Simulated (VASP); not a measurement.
The system is BaMgPF.

```
Ba P Mg F
1.0
     4.33386    0.00000    0.00000
     0.00000    4.33386    0.00000
     0.00000    0.00000    9.57329
Ba P Mg F
2 2 2 2
Direct
  0.50000 0.00000 0.16055
  0.00000 0.50000 0.83945
  0.50000 0.00000 0.65313
  0.00000 0.50000 0.34687
  0.50000 0.50000 0.50000
  0.00000 0.00000 0.50000
  0.50000 0.50000 0.00000
  0.00000 0.00000 0.00000
```

| Item | Value |
| --- | --- |
| Program | VASP 6.6.1 |
| Task | relaxation of cell and atoms |
| Functional | LDA |
| Potentials or basis | VASP PAW LDA potentials, release 64 (Ba_sv, P, Mg, F) |
| Cutoff | 600 eV |
| k mesh | 6 × 6 × 4 |
| Occupations | gaussian, width 0.02 eV |
| Spin | no spin polarisation |

At the start: pressure -3.7 GPa; volume 22.48 Å³/atom.

Problem. How do energy, volume and symmetry change on relaxing?

Solution. Over 9 steps the energy falls by 18.4 meV/atom and the volume is 20.94 Å³/atom (-6.8 %); space group P4/nmm (No. 129, to 0.1 Å) before and after.

The path:
| step | energy change (eV) | largest force (eV/Å) | pressure (GPa) | volume (Å³) |
| --- | --- | --- | --- | --- |
| 1 | 0.0000 | 0.2292 | -3.74 | 179.81 |
| 2 | -0.1281 | 0.2970 | 0.97 | 166.49 |
| 3 | -0.1366 | 0.2072 | -0.08 | 168.98 |
| 4 | -0.1428 | 0.1398 | -0.05 | 168.43 |
| 5 | -0.1469 | 0.0445 | 0.02 | 167.47 |
| 6 | -0.1473 | 0.0276 | 0.00 | 167.53 |
| 7 | -0.1475 | 0.0058 | -0.04 | 167.60 |
| 8 | -0.1475 | 0.0086 | 0.05 | 167.40 |
| 9 | -0.1475 | 0.0022 | 0.00 | 167.51 |

Final structure:
```
Ba P Mg F
1.0
     4.24749    0.00000    0.00000
     0.00000    4.24749    0.00000
     0.00000    0.00000    9.28486
Ba P Mg F
2 2 2 2
Direct
  0.50000 0.00000 0.16117
  0.00000 0.50000 0.83883
  0.50000 0.00000 0.65590
  0.00000 0.50000 0.34410
  0.50000 0.50000 0.50000
  0.00000 0.00000 0.50000
  0.50000 0.50000 0.00000
  0.00000 0.00000 0.00000
```
